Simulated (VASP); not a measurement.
# Ru (Fm-3m) in VASP: a series of runs

The runs below take Ru through single point, with PBE.

Program: VASP 6.6.1. These are calculated values, not measurements. Logs are shortened: lines on timing, memory, paths and dates and some standing lists are left out, and cuts for length are marked.

## Step 1: The cell of the first run

Symmetry: Fm-3m, No. 225, cubic system. Conventional cell: a = 3.786 Å, b = 3.786 Å, c = 3.786 Å, α = 90.00°, β = 90.00°, γ = 90.00°. Within 3.5 Å of Ru (site symmetry m-3m) lie 12 Ru at 2.68 Å.

## Step 2: Single point, PBE

Input file INCAR:

```
SYSTEM = Ru
  PREC = Accurate
  ENCUT = 520
  EDIFF = 1E-7
  ISMEAR = -1
  SIGMA = 0.06122561905347299
  LREAL = .FALSE.
  LASPH = .TRUE.
  NELM = 100
  ALGO = Normal
  ISIF = 2
  LWAVE = .FALSE.
  LCHARG = .TRUE.
  GGA = PE
  LELF = .TRUE.
  LVHAR = .TRUE.
  NBANDS = 13
```

Input file KPOINTS:

```
regular mesh
0
G
  25 25 25
  0 0 0
```

Input file POSCAR:

```
Ru
1.0
    0.0000000000      1.8928712005      1.8928712005
    1.8928712005      0.0000000000      1.8928712005
    1.8928712005      1.8928712005      0.0000000000
Ru
1
Direct
    0.0000000000      0.0000000000      0.0000000000
```

Potentials or basis: VASP PAW PBE potentials, release 64 (Ru_pv).

On the command line:

```sh
cat potpaw_PBE.64/Ru_pv/POTCAR > POTCAR
mpirun -np 1 vasp_std > vasp.out
```

OUTCAR:

```text
SYSTEM = Ru
   PREC = Accurate
   ENCUT = 520
   EDIFF = 1E-7
   ISMEAR = -1
   LREAL = .FALSE.
   LASPH = .TRUE.
   NELM = 100
   ISIF = 2
   GGA = PE

 ion  position               nearest neighbor table
   1  0.000  0.000  0.000-

  LATTYP: Found a face centered cubic cell.
 ALAT       =     3.7857424010

  Lattice vectors:

 A1 = (   0.0000000000,   1.8928712005,   1.8928712005)
 A2 = (   1.8928712005,   0.0000000000,   1.8928712005)
 A3 = (   1.8928712005,   1.8928712005,   0.0000000000)

Analysis of symmetry for initial positions (statically):
=====================================================================
 Subroutine PRICEL returns:
 Original cell was already a primitive cell.

 Routine SETGRP: Setting up the symmetry group for a
 face centered cubic supercell.

 Subroutine GETGRP returns: Found 48 space group operations
 (whereof 48 operations were pure point group operations)
 out of a pool of 48 trial point group operations.

The static configuration has the point symmetry O_h .

Analysis of symmetry for dynamics (positions and initial velocities):
=====================================================================
 Subroutine PRICEL returns:
 Original cell was already a primitive cell.

 Routine SETGRP: Setting up the symmetry group for a
 face centered cubic supercell.

 Subroutine GETGRP returns: Found 48 space group operations
 (whereof 48 operations were pure point group operations)
 out of a pool of 48 trial point group operations.

The dynamic configuration has the point symmetry O_h .

 Subroutine INISYM returns: Found 48 space group operations
 (whereof 48 operations are pure point group operations),
 and found     1 'primitive' translations

----------------------------------------------------------------------------------------

                                     Primitive cell

  volume of cell :      13.5642

  direct lattice vectors                    reciprocal lattice vectors
     0.000000000  1.892871200  1.892871200    -0.264148982  0.264148982  0.264148982
     1.892871200  0.000000000  1.892871200     0.264148982 -0.264148982  0.264148982
     1.892871200  1.892871200  0.000000000     0.264148982  0.264148982 -0.264148982

  length of vectors
     2.676924124  2.676924124  2.676924124     0.457519457  0.457519457  0.457519457

  position of ions in fractional coordinates (direct lattice)
     0.000000000  0.000000000  0.000000000
[... 81 lines left out ...]
   NFREE  =      0    steps in history (QN), initial steepest desc. (CG)
   ISIF   =      2    stress and relaxation
   ISYM   =      2    0-nonsym 1-usesym 2-fastsym
   POTIM  = 0.5000    time-step for ionic-motion
   TEBEG  =    0.0;   TEEND  =   0.0 temperature during run
   PSTRESS=    0.0 pullay stress
   NELECT =      14.0000    total number of electrons
   NUPDOWN=      -1.0000    fix difference up-down
   EMIN   =  10.00;   EMAX   =-10.00  energy-range for DOS
   EFERMI =   0.00;   METHOD = LEGACY
   ISMEAR =    -1;   SIGMA  =   0.06  broadening in eV -4-tet -1-fermi 0-gaus
   EFERMI_NEDOS =   21; number of points for ismear=-14 and -15
   IALGO  =     38    algorithm
   IMIX   =      4    mixing-type and parameters
     AMIX     =   0.40;   BMIX     =  1.00
     AMIX_MAG =   1.60;   BMIX_MAG =  1.00
  volume/ion in A,a.u.               =      13.56        91.54
  Fermi-wavevector in a.u.,A,eV,Ry     =   1.654448  3.126453 37.241841  2.737198
  Thomas-Fermi vector in A             =   2.742714
   LORBIT       =      0    0 simple, 1 ext, 2 COOP (PROOUT), +10 PAW based schemes
   GGA     = PE    functional components
   LHFCALC =     F    Hartree Fock is set to
   AEXX    =    0.0000 exact exchange contribution
   IVDW    =     0    specifies the selected vdW correction
   LEPSILON=     F    determine dielectric tensor
   LRPA    =     F    only Hartree local field effects (RPA)
 non-spin polarized calculation
  energy-cutoff  :      520.00
  volume of cell :       13.56
 maximum number of plane-waves:       378
   NGX =  9   NGY =  9   NGZ =  9

 number of electron      14.0000005 magnetization

 Free energy of the ion-electron system (eV)
  ---------------------------------------------------
  ext. energy  EPLUGINS =         0.00000000
  ---------------------------------------------------
  free energy    TOTEN  =        -9.12317099 eV

  energy without entropy =       -9.11037260  energy(sigma->0) =       -9.11677179

 E-fermi :  12.7568     XC(G=0): -14.1249

 val. band max:       12.7550079040   @ k =  -0.3200   0.4800   0.1600
 cond. band min:      12.7632456884   @ k =   0.2800   0.0400   0.0000
 fundamental gap:      0.0082377845
 Fermi energy:        12.7567869770

 k-point     1 :       0.0000    0.0000    0.0000
  band No.  band energies     occupation
      1     -29.6592      2.00000
      2     -29.6592      2.00000
      3     -29.6592      2.00000
      4       4.8615      2.00000
      5      10.1870      2.00000
      6      10.1870      2.00000
      7      10.1870      2.00000
      8      12.6402      1.74072
      9      12.6402      1.74072
     10      23.3019      0.00000
     11      27.8297      0.00000
     12      33.5788      0.00000
     13      33.5788      0.00000
[... 354 lines left out ...]
  band No.  band energies     occupation
      1     -30.6720      2.00000
      2     -29.8045      2.00000
      3     -29.8021      2.00000
      4       6.8040      2.00000
      5      10.0621      2.00000
      6      10.1890      2.00000
      7      12.7026      1.41560
      8      14.3984      0.00000
      9      14.5847      0.00000
     10      23.2954      0.00000
     11      23.7112      0.00000
     12      27.8730      0.00000
     13      34.2105      0.00000

 [... further k-points ...]

------------------------ aborting loop because EDIFF is reached ----------------------------------------

  FORCE on cell =-STRESS in cart. coord.  units (eV):
  Direction    XX          YY          ZZ          XY          YZ          ZX
  --------------------------------------------------------------------------------------
  -------------------------------------------------------------------------------------
  Total        0.5318239      0.5318239      0.5318239      0.0000000      0.0000000     -0.0000000
  in kB       62.8181616     62.8181616     62.8181616      0.0000000      0.0000000     -0.0000000
  external PRESSURE =      62.8181616 kB  Pullay stress =       0.0000000 kB

 VOLUME and BASIS-vectors are now :
 -----------------------------------------------------------------------------
  energy-cutoff  :      520.00
  volume of cell :       13.56
      direct lattice vectors                 reciprocal lattice vectors
     0.000000000  1.892871200  1.892871200    -0.264148982  0.264148982  0.264148982
     1.892871200  0.000000000  1.892871200     0.264148982 -0.264148982  0.264148982
     1.892871200  1.892871200  0.000000000     0.264148982  0.264148982 -0.264148982

 POSITION                                       TOTAL-FORCE (eV/Angst)
 -----------------------------------------------------------------------------------
      0.00000      0.00000      0.00000         0.000000     -0.000000     -0.000000
 -----------------------------------------------------------------------------------
    total drift:                               -0.000000     -0.000000     -0.000000

  FREE ENERGIE OF THE ION-ELECTRON SYSTEM (eV)
  ---------------------------------------------------
  free  energy   TOTEN  =        -9.1231709875 eV

  energy  without entropy=       -9.1103725971  energy(sigma->0) =       -9.11677179
```

stdout:

```text
POSCAR found type information on POSCAR Ru
 POSCAR found :  1 types and       1 ions
 scaLAPACK will be used
 LDA part: xc-table for (Slater+PW92), standard interpolation
 POSCAR, INCAR and KPOINTS ok, starting setup
 FFT: planning ... GRIDC
 FFT: planning ... GRID_SOFT
 FFT: planning ... GRID
 WAVECAR not read
 entering main loop
```

Run time: 35 s. Hardware: 1 thread of AMD EPYC 9R45 (Zen 5), shared host; peak memory 0.16 GiB.

Results:

| Quantity | Value |
| --- | --- |
| Free energy | -9.1232 eV |
| Pressure | 6.3 GPa |
| Band gap on the k mesh | zero (band 7 reaches 15.00 eV, above the bottom of band 8 at 11.41 eV) |

## Step 3: Single point, PBE

This run uses another cell than the first one, of 13.84 Å³/atom, 1.020 times its volume.

Input file INCAR:

```
PREC = Accurate
ENCUT = 520
EDIFF = 1E-6
ISMEAR = -1
SIGMA = 0.06122561905347299
LREAL = F
LASPH = T
NELM = 80
ALGO = Normal
ISIF = 2
LWAVE = F
LCHARG = T
GGA = PE
LELF = T
LVHAR = T
NBANDS = 13
```

Input file KPOINTS:

```
Automatic mesh
0
Gamma
  25 25 25
```

Input file POSCAR:

```
Ru
1.0
    0.0000000000      1.9056612588      1.9056612588
    1.9056612588      0.0000000000      1.9056612588
    1.9056612588      1.9056612588      0.0000000000
Ru
1
Direct
    0.0000000000      0.0000000000      0.0000000000
```

Potentials or basis: VASP PAW PBE potentials, release 64 (Ru_pv).

On the command line:

```sh
cat potpaw_PBE.64/Ru_pv/POTCAR > POTCAR
mpirun -np 1 vasp_std > vasp.out
```

It took 35 s on 1 thread of AMD EPYC 9R45 (Zen 5), shared host; peak memory 0.16 GiB.

Results (log left out):

```
Free energy            : -9.1285 eV
Pressure               : -0.2 GPa
Band gap on the k mesh : zero (band 7 reaches 14.56 eV, above the bottom of band 8 at 11.09 eV)
```

Levels at points of the mesh, in eV from the Fermi level:
```csv
k point,band 5,band 6,band 7,band 8,band 9,band 10
"(0.00, 0.00, 0.00)",-2.49,-2.49,-2.49,-0.12,-0.12,10.57
```
